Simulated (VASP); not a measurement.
TiAl (dq13), 2 atoms in the cell. Symmetry: P4/mmm, No. 123, tetragonal system. The conventional cell has a = 2.811 Å, b = 2.811 Å, c = 4.066 Å, α = 90.00°, β = 90.00°, γ = 90.00°. Within 3.7 Å of Ti (site symmetry 4/mmm) lie 4 Ti at 2.81 Å and 8 Al at 2.84 Å. Within 3.7 Å of Al (site symmetry 4/mmm) lie 4 Al at 2.81 Å and 8 Ti at 2.84 Å. 

| Quantity | Value |
| --- | --- |
| Program | VASP 6.6.1 |
| Task | single point |
| Functional | LDA |
| Potentials or basis | VASP PAW LDA potentials, release 64 (Ti_sv, Al) |
| Cutoff | 520 eV |
| k mesh | 6 × 6 × 4 |
| Occupations | gaussian, width 0.1 eV |
| Spin | no spin polarisation |
| Dipole correction | no |
| Further INCAR settings | ALGO = Normal; EDIFF = 1e-06; NBANDS = 14 |

Potentials or basis: VASP PAW LDA potentials, release 64 (Ti_sv, Al).

Run with:

```console
$ cat potpaw_LDA.64/Ti_sv/POTCAR potpaw_LDA.64/Al/POTCAR > POTCAR
$ mpirun -np 1 vasp_std > vasp.out
```

Hardware: 1 thread of Intel(R) Xeon(R) 6975P-C (Granite Rapids), on a shared host.

Task: How long does it take, and how much memory?

Result: Run time: 5.5 s on 1 thread of Intel(R) Xeon(R) 6975P-C (Granite Rapids), on a shared host, peak memory 0.13 GiB. Counts: scf iterations 15, k points 30.
